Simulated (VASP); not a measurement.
A run of VASP 6.6.1 is set up as follows.

The input INCAR:

```
PREC = Accurate
ENCUT = 600
EDIFF = 1E-6
ISMEAR = 0
SIGMA = 0.1
LREAL = F
LASPH = T
NELM = 100
ALGO = Normal
ISIF = 3
LWAVE = F
LCHARG = F
GGA = PE
IBRION = 2
NSW = 90
EDIFFG = -0.04
```

Contents of KPOINTS:

```
Automatic mesh
0
Gamma
  3 3 4
```

POSCAR

```
Br
1.0
    6.5289433897      0.0000000000      0.0000000000
   -3.2644716948      5.6542308353      0.0000000000
    0.0000000000      0.0000000000      6.5569823948
Br
6
Direct
    0.0145700000      0.7500000000      0.7354300000
    0.2500000000      0.2645700000      0.7354300000
    0.2645700000      0.2500000000      0.2645700000
    0.7354300000      0.9854300000      0.7354300000
    0.7500000000      0.0145700000      0.2645700000
    0.9854300000      0.7354300000      0.2645700000
```

Potentials or basis: VASP PAW PBE potentials, release 64 (Br).

Run with:

```console
$ cat potpaw_PBE.64/Br/POTCAR > POTCAR
$ mpirun -np 1 vasp_std > vasp.out
```

(1) Predict the relaxed volume.

(2) Predict the space group after relaxing (to 0.1 Å).

(3) Estimate the band gap on the k mesh.

(4) Predict the relaxed cell.

## Answers

(1) 40.16 Å³/atom.

(2) P-62m (No. 189).

(3) zero (bands 21 and 22 overlap by 1.55 eV).

(4) a = 7.361 Å, b = 7.361 Å, c = 5.135 Å, α = 90.00°, β = 90.00°, γ = 120.00°.

Caveat: the k points lie up to 0.33 Å⁻¹ apart in the final cell, too coarse for converged energies and pressures of a metal; a cell axis changed by over 15 % at a fixed basis, so the end point is rough; this functional lacks dispersion, which holds the molecules together, so the pressure and a relaxed volume are unreliable.
